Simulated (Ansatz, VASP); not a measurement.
**NaCl: VASP beside Ansatz**

```
CELL_PARAMETERS angstrom
2.83111 0.00000 0.00000
0.00000 2.83111 0.00000
0.00000 0.00000 2.83111
ATOMIC_POSITIONS crystal
Na 0.00000 0.00000 0.00000
Cl 0.50000 0.50000 0.50000
```

Change from the starting cell: volume scaled by 0.97.

Alike in both runs: task single point; functional PBEsol; k mesh 8 × 8 × 8; occupations fermi-dirac, width 0.02 eV; no spin polarisation.

|  | VASP | Ansatz |
| --- | --- | --- |
| version | VASP 6.6.1 | Ansatz 0.2.0 |
| potentials or method | VASP PAW PBE potentials, release 64 (Na_pv, Cl), cutoff 520 eV | all-electron LAPW, scalar-relativistic |

Ansatz gave:

| Property | Result |
| --- | --- |
| gap on the k mesh at the Fermi level (eV) | 4.02 |
| pressure (GPa) | 67.2 |

Q: Which values does VASP return?

A: gap on the k mesh at the Fermi level (eV): 4.07; pressure (GPa): 68.0.

VASP's potentials were made for PBE, not for PBEsol. Both programs put the cell under a high pressure, so it lies far from rest at this level. Ansatz ran all-electron here, and VASP with PAW potentials.

Noted on VASP's run: the cell as given lies far from equilibrium.
